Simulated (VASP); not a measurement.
# SiC (Moissanite) (P6_3mc) in VASP: single point with PBE

Aim: the single point of SiC (Moissanite) with PBE.

Everything below comes from runs of VASP 6.6.1. Logs are shortened: lines on timing, memory, paths and dates and some standing lists are left out, and cuts for length are marked.

**1. The cell of the first run**

It takes space group P6_3mc (No. 186, hexagonal). Conventional cell: a = 3.076 Å, b = 3.076 Å, c = 5.048 Å, α = 90.00°, β = 90.00°, γ = 120.00°. Si (site symmetry 3m) has 4 C at 1.87 to 1.94 Å within 2.5 Å. Within 2.5 Å of C (site symmetry 3m) lie 4 Si at 1.87 to 1.94 Å.

**2. Single point, PBE**

INCAR reads:

```
ALGO = Normal
EDIFF = 1E-6
ENCUT = 600
GGA = PE
GGA_COMPAT = False
ISIF = 2
ISMEAR = -1
LASPH = True
LCHARG = True
LELF = True
LREAL = False
LVHAR = True
LWAVE = False
NBANDS = 16
NELM = 120
PREC = Accurate
SIGMA = 0.05
```

KPOINTS reads:

```
k-points
0
Gamma
  5 5 3
```

POSCAR reads:

```
SiC
1.0
    3.0760000000      0.0000000000      0.0000000000
   -1.5380000000      2.6638940000      0.0000000000
    0.0000000000      0.0000000000      5.0480000000
Si C
2 2
Direct
    0.3333333333      0.6666666667      0.0000000000
    0.6666666667      0.3333333333      0.5000000000
    0.3333333333      0.6666666667      0.3850000000
    0.6666666667      0.3333333333      0.8850000000
```

Potentials or basis: VASP PAW PBE potentials, release 64 (Si, C).

Run with:

```console
$ cat potpaw_PBE.64/Si/POTCAR potpaw_PBE.64/C/POTCAR > POTCAR
$ mpirun -np 1 vasp_std > vasp.out
```

OUTCAR:

```text
EDIFF = 1E-6
   ENCUT = 600
   GGA = PE
   ISIF = 2
   ISMEAR = -1
   LASPH = True
   LREAL = False
   NELM = 120
   PREC = Accurate

 ion  position               nearest neighbor table
   1  0.333  0.667  0.000-   4 1.87   4 1.87   4 1.87   3 1.94   2 3.09   2 3.09   2 3.09   2 3.09
                             2 3.09   2 3.09
   2  0.667  0.333  0.500-   3 1.87   3 1.87   3 1.87   4 1.94   1 3.09   1 3.09   1 3.09   1 3.09
                             1 3.09   1 3.09
   3  0.333  0.667  0.385-   2 1.87   2 1.87   2 1.87   1 1.94
   4  0.667  0.333  0.885-   1 1.87   1 1.87   1 1.87   2 1.94

  LATTYP: Found a hexagonal cell.
 ALAT       =     3.0760000000
 C/A-ratio  =     1.6410923277

  Lattice vectors:

 A1 = (   3.0760000000,   0.0000000000,   0.0000000000)
 A2 = (  -1.5380000000,   2.6638940000,   0.0000000000)
 A3 = (   0.0000000000,   0.0000000000,   5.0480000000)

Analysis of symmetry for initial positions (statically):
=====================================================================
 Subroutine PRICEL returns:
 Original cell was already a primitive cell.

 Routine SETGRP: Setting up the symmetry group for a
 hexagonal supercell.

 Subroutine GETGRP returns: Found 12 space group operations
 (whereof  6 operations were pure point group operations)
 out of a pool of 24 trial point group operations.

The static configuration has the point symmetry C_3v.
 The point group associated with its full space group is C_6v.

Analysis of symmetry for dynamics (positions and initial velocities):
=====================================================================
 Subroutine PRICEL returns:
 Original cell was already a primitive cell.

 Routine SETGRP: Setting up the symmetry group for a
 hexagonal supercell.

 Subroutine GETGRP returns: Found 12 space group operations
 (whereof  6 operations were pure point group operations)
 out of a pool of 24 trial point group operations.

The dynamic configuration has the point symmetry C_3v.
 The point group associated with its full space group is C_6v.

 Subroutine INISYM returns: Found 12 space group operations
 (whereof  6 operations are pure point group operations),
 and found     1 'primitive' translations

----------------------------------------------------------------------------------------

                                     Primitive cell

  volume of cell :      41.3640

  direct lattice vectors                    reciprocal lattice vectors
     3.076000000  0.000000000  0.000000000     0.325097529  0.187695156  0.000000000
    -1.538000000  2.663894000  0.000000000     0.000000000  0.375390312  0.000000000
     0.000000000  0.000000000  5.048000000     0.000000000  0.000000000  0.198098257

  length of vectors
     3.076000000  3.075999877  5.048000000     0.375390297  0.375390312  0.198098257

  position of ions in fractional coordinates (direct lattice)
     0.333333333  0.666666667  0.000000000
     0.666666667  0.333333333  0.500000000
     0.333333333  0.666666667  0.385000000
     0.666666667  0.333333333  0.885000000

  ion indices of the primitive-cell ions
   primitive index   ion index
                 1           1
                 2           2
                 3           3
                 4           4

----------------------------------------------------------------------------------------

 KPOINTS: k-points

Automatic generation of k-mesh.
 Grid dimensions read from file:
 generate k-points for:    5    5    3

 Generating k-lattice:

  Cartesian coordinates                     Fractional coordinates (reciprocal lattice)
     0.065019506  0.037539031  0.000000000     0.200000000  0.000000000  0.000000000
     0.000000000  0.075078062  0.000000000     0.000000000  0.200000000  0.000000000
     0.000000000  0.000000000  0.066032752     0.000000000  0.000000000  0.333333333

  Length of vectors
     0.075078059  0.075078062  0.066032752

  Shift w.r.t. Gamma in fractional coordinates (k-lattice)
     0.000000000  0.000000000  0.000000000

 Subroutine IBZKPT returns following result:
 ===========================================

 Found     10 irreducible k-points:

 Following reciprocal coordinates:
            Coordinates               Weight
  0.000000  0.000000  0.000000      1.000000
  0.200000 -0.000000  0.000000      6.000000
  0.400000  0.000000  0.000000      6.000000
  0.200000  0.200000  0.000000      6.000000
  0.400000  0.200000  0.000000      6.000000
  0.000000  0.000000  0.333333      2.000000
  0.200000 -0.000000  0.333333     12.000000
  0.400000  0.000000  0.333333     12.000000
  0.200000  0.200000  0.333333     12.000000
  0.400000  0.200000  0.333333     12.000000
   k-points           NKPTS =     10   k-points in BZ     NKDIM =     10   number of bands    NBANDS=     16
   number of dos      NEDOS =    301   number of ions     NIONS =      4
   total plane-waves  NPLWV =  31360
   dimension x,y,z NGX =    28 NGY =   28 NGZ =   40
   dimension x,y,z NGXF=    56 NGYF=   56 NGZF=   80
   ions per type =               2   2
   NGX,Y,Z   is equivalent  to a cutoff of  15.13, 15.13, 13.17 a.u.
   NGXF,Y,Z  is equivalent  to a cutoff of  30.27, 30.27, 26.35 a.u.
 SYSTEM =  unknown system
   PREC   = accura    normal or accurate (medium, high low for compatibility)
   ISTART =      0    job   : 0-new  1-cont  2-samecut
   ICHARG =      2    charge: 1-file 2-atom 10-const
   ISPIN  =      1    spin polarized calculation?
   LNONCOLLINEAR =      F non collinear calculations
   LSORBIT =      F    spin-orbit coupling
   LASPH  =      T    aspherical Exc in radial PAW
   ENCUT  =  600.0 eV  44.10 Ry    6.64 a.u.   6.14  6.14 10.08*2*pi/ulx,y,z
   NELM   =    120;   NELMIN=  2; NELMDL= -5     # of ELM steps
   EDIFF  = 0.1E-05   stopping-criterion for ELM
   LREAL  =      F    real-space projection
   EDIFFG = 0.1E-04   stopping-criterion for IOM
   NSW    =      0    number of steps for IOM
   IBRION =     -1    ionic relax: 0-MD 1-quasi-New 2-CG
   NFREE  =      0    steps in history (QN), initial steepest desc. (CG)
   ISIF   =      2    stress and relaxation
   ISYM   =      2    0-nonsym 1-usesym 2-fastsym
   POTIM  = 0.5000    time-step for ionic-motion
   TEBEG  =    0.0;   TEEND  =   0.0 temperature during run
   PSTRESS=    0.0 pullay stress
   NELECT =      16.0000    total number of electrons
   NUPDOWN=      -1.0000    fix difference up-down
   EMIN   =  10.00;   EMAX   =-10.00  energy-range for DOS
   EFERMI =   0.00;   METHOD = LEGACY
   ISMEAR =    -1;   SIGMA  =   0.05  broadening in eV -4-tet -1-fermi 0-gaus
   EFERMI_NEDOS =   21; number of points for ismear=-14 and -15
   IALGO  =     38    algorithm
   IMIX   =      4    mixing-type and parameters
     AMIX     =   0.40;   BMIX     =  1.00
     AMIX_MAG =   1.60;   BMIX_MAG =  1.00
  volume/ion in A,a.u.               =      10.34        69.78
  Fermi-wavevector in a.u.,A,eV,Ry     =   1.192817  2.254098 19.358550  1.422813
  Thomas-Fermi vector in A             =   2.328847
   LORBIT       =      0    0 simple, 1 ext, 2 COOP (PROOUT), +10 PAW based schemes
   GGA     = PE    functional components
   LHFCALC =     F    Hartree Fock is set to
   AEXX    =    0.0000 exact exchange contribution
   IVDW    =     0    specifies the selected vdW correction
   LEPSILON=     F    determine dielectric tensor
   LRPA    =     F    only Hartree local field effects (RPA)
 non-spin polarized calculation
  energy-cutoff  :      600.00
  volume of cell :       41.36
 maximum number of plane-waves:      1392
 NGX is ok and might be reduce to    28
   NGX = 13   NGY = 13   NGZ = 21

 number of electron      16.0000001 magnetization

 Free energy of the ion-electron system (eV)
  ---------------------------------------------------
  ext. energy  EPLUGINS =         0.00000000
  ---------------------------------------------------
  free energy    TOTEN  =       -30.02902913 eV

  energy without entropy =      -30.02902913  energy(sigma->0) =      -30.02902913

 E-fermi :   9.4253     XC(G=0): -11.3452

 val. band max:        8.4211361368   @ k =   0.0000   0.0000   0.0000
 cond. band min:      11.2250540403   @ k =   0.4000   0.0000   0.0000
 fundamental gap:      2.8039179035
 Fermi energy:         9.4252701933

 k-point     1 :       0.0000    0.0000    0.0000
  band No.  band energies     occupation
      1      -7.3088      2.00000
      2      -3.8044      2.00000
      3      -0.2784      2.00000
      4       6.8636      2.00000
      5       6.8636      2.00000
      6       8.1459      2.00000
[... 8 lines left out ...]
     15      17.1156      0.00000
     16      19.7630      0.00000

 k-point     2 :       0.2000   -0.0000    0.0000
  band No.  band energies     occupation
      1      -6.6207      2.00000
      2      -3.2272      2.00000
      3       0.3451      2.00000
      4       4.0476      2.00000
      5       5.9737      2.00000
      6       6.0470      2.00000
[... 8 lines left out ...]
     15      17.8285      0.00000
     16      18.4165      0.00000

 k-point     3 :       0.4000    0.0000    0.0000
  band No.  band energies     occupation
      1      -4.7353      2.00000
      2      -2.2215      2.00000
      3       0.4677      2.00000
      4       2.3483      2.00000
      5       2.8017      2.00000
      6       5.0108      2.00000
[... 8 lines left out ...]
     15      19.2744      0.00000
     16      20.2845      0.00000

 k-point     4 :       0.2000    0.2000    0.0000
  band No.  band energies     occupation
      1      -5.3100      2.00000
      2      -2.3147      2.00000
      3       1.1431      2.00000
      4       2.4694      2.00000
      5       3.2419      2.00000
      6       4.5801      2.00000
[... 8 lines left out ...]
     15      19.1030      0.00000
     16      19.3088      0.00000
[... 58 lines left out ...]
 k-point     8 :       0.4000    0.0000    0.3333
  band No.  band energies     occupation
      1      -4.2569      2.00000
      2      -3.0266      2.00000
      3       0.3463      2.00000
      4       1.5172      2.00000
      5       4.4890      2.00000
      6       5.4068      2.00000
[... 8 lines left out ...]
     15      20.2188      0.00000
     16      20.3600      0.00000

 k-point     9 :       0.2000    0.2000    0.3333
  band No.  band energies     occupation
      1      -4.8089      2.00000
      2      -3.4487      2.00000
      3       1.5877      2.00000
      4       2.7833      2.00000
      5       4.2256      2.00000
      6       4.3267      2.00000
[... 8 lines left out ...]
     15      17.8740      0.00000
     16      19.5491      0.00000

 k-point    10 :       0.4000    0.2000    0.3333
  band No.  band energies     occupation
      1      -3.1426      2.00000
      2      -2.4979      2.00000
      3       0.1938      2.00000
      4       0.8704      2.00000
      5       2.9819      2.00000
      6       4.2092      2.00000
[... 8 lines left out ...]
     15      20.2626      0.00000
     16      20.9740      0.00000

------------------------ aborting loop because EDIFF is reached ----------------------------------------

  FORCE on cell =-STRESS in cart. coord.  units (eV):
  Direction    XX          YY          ZZ          XY          YZ          ZX
  --------------------------------------------------------------------------------------
  -------------------------------------------------------------------------------------
  Total        1.3416105      1.3416103      0.0442952      0.0000000     -0.0000000      0.0000000
  in kB       51.9654150     51.9654094      1.7157114      0.0000000     -0.0000000      0.0000000
  external PRESSURE =      35.2155119 kB  Pullay stress =       0.0000000 kB

 VOLUME and BASIS-vectors are now :
 -----------------------------------------------------------------------------
  energy-cutoff  :      600.00
  volume of cell :       41.36
      direct lattice vectors                 reciprocal lattice vectors
     3.076000000  0.000000000  0.000000000     0.325097529  0.187695156  0.000000000
    -1.538000000  2.663894000  0.000000000     0.000000000  0.375390312  0.000000000
     0.000000000  0.000000000  5.048000000     0.000000000  0.000000000  0.198098257

 POSITION                                       TOTAL-FORCE (eV/Angst)
 -----------------------------------------------------------------------------------
     -0.00000      1.77593      0.00000         0.000000      0.000000      0.738784
      1.53800      0.88796      2.52400         0.000000     -0.000000      0.738784
     -0.00000      1.77593      1.94348         0.000000      0.000000     -0.738784
      1.53800      0.88796      4.46748        -0.000000     -0.000000     -0.738784
 -----------------------------------------------------------------------------------
    total drift:                               -0.000000      0.000000     -0.000203

  FREE ENERGIE OF THE ION-ELECTRON SYSTEM (eV)
  ---------------------------------------------------
  free  energy   TOTEN  =       -30.0290291276 eV

  energy  without entropy=      -30.0290291276  energy(sigma->0) =      -30.02902913
```

It took 5.8 s on 1 thread of AMD EPYC 9R45 (Zen 5), shared host; peak memory 0.14 GiB.

What came out:

| Property | Result |
| --- | --- |
| Free energy | -30.0290 eV |
| Pressure | 3.5 GPa |
| Largest force | 0.739 eV/Å |
| Band gap on the k mesh | 2.80 eV, indirect (least direct gap 4.18 eV) |

Forces in eV/Å, atoms in the order of the input:
```
Si   0.000  0.000  0.739
Si   0.000  0.000  0.739
C    0.000  0.000 -0.739
C    0.000  0.000 -0.739
```

Levels at points of the mesh, in eV from the valence-band top:
```
           k point  band 4  band 5  band 6  band 7  band 8  band 9  band 10  band 11  band 12  band 13
(0.00, 0.00, 0.00)   -1.56   -1.56   -0.28   -0.28    0.00    4.62     6.02     6.50     6.50     7.54
```

Caveat: the k points lie up to 0.47 Å⁻¹ apart.
